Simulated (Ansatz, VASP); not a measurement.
## Na3ScTlP3 in VASP and in Ansatz

```
Na Sc Tl P
1.0
     5.29604   -0.02378    0.32696
    -0.02315    5.40773   -0.38308
     0.51435   -0.60579    8.51940
Na Sc Tl P
3 1 1 3
Direct
  0.98015 0.49280 0.93180
  0.48511 0.02843 0.93541
  0.90953 0.07956 0.29443
  0.03354 0.94029 0.66999
  0.52798 0.52534 0.56971
  0.02978 0.41767 0.57589
  0.55496 0.01825 0.58295
  0.97896 0.99766 0.96722
```

Change from the starting cell: cell x1, atoms moved at random (sigma 0.15 Å) and cell strained at random (1.5 %), then relaxed without symmetry.

Alike in both runs: functional PBE; k mesh 4 × 4 × 4; occupations gaussian, width 0.2 eV; no spin polarisation.

Ansatz relaxed the structure, and its values are those at the end. VASP's run is a single point on that final structure, the one shown.

|  | VASP | Ansatz |
| --- | --- | --- |
| version | VASP 6.6.1 | Ansatz 0.2.0 |
| potentials or method | VASP PAW PBE potentials, release 64 (Na_pv, Sc_sv, Tl_d, P), cutoff 520 eV | scalar-relativistic, plane waves, PAW |
| valence electrons in the cell | 60 | 66 |

Ansatz gave:

```
gap on the k mesh at the Fermi level (eV) : none
pressure (GPa)                            : 0.0
rms of the force components (eV/Å)        : 0.007
```

**Question.** Which values does VASP return?

**Answer.** gap on the k mesh at the Fermi level (eV): none; pressure (GPa): 0.1; rms of the force components (eV/Å): 0.008.

A gap of «none» marks a metal or a gap that the smearing closes. With one functional, cell and mesh, what is left measures potentials, basis and numerics. VASP's potentials hold 60 valence electrons a cell and Ansatz's 66, so a difference there can come from the potentials and not from the codes.

Neither program's run includes spin-orbit coupling.
